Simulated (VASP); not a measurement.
A run of VASP 6.6.1 is set up as follows.

The input INCAR:

```
ALGO = Normal
EDIFF = 1E-6
ENCUT = 520
GGA = PE
ISIF = 2
ISMEAR = -1
LASPH = True
LCHARG = False
LREAL = False
LWAVE = False
NBANDS = 17
NELM = 80
PREC = Accurate
SIGMA = 0.01
```

Contents of KPOINTS:

```
k-points
0
Gamma
  9 9 9
```

The input POSCAR:

```
PbSe
1.0
    0.0000000000      3.1540145000      3.0621500000
    3.1540145000      0.0000000000      3.0621500000
    3.1540145000      3.1540145000      0.0000000000
Pb Se
1 1
Direct
    0.0000000000      0.0000000000      0.0000000000
    0.5000000000      0.5000000000      0.5000000000
```

Potentials or basis: VASP PAW PBE potentials, release 64 (Pb_d, Se).

The run is started by

```console
$ cat potpaw_PBE.64/Pb_d/POTCAR potpaw_PBE.64/Se/POTCAR > POTCAR
$ mpirun -np 1 vasp_std > vasp.out
```

**Question.** What does it give for the band gap on the k mesh?

**Answer.** 0.76 eV, direct.

**Question.** Estimate the pressure.

**Answer.** -0.5 GPa.

Stress tensor (GPa, compression positive):
```
-1.54  0.00  0.00
 0.00 -1.54  0.00
 0.00  0.00  1.48
```

Caveat: the cell differs from its parent crystal (equal xx and yy strain of +3 %); spin-orbit coupling is left out, which moves the levels of the heavy elements. A k mesh can miss the band edges.
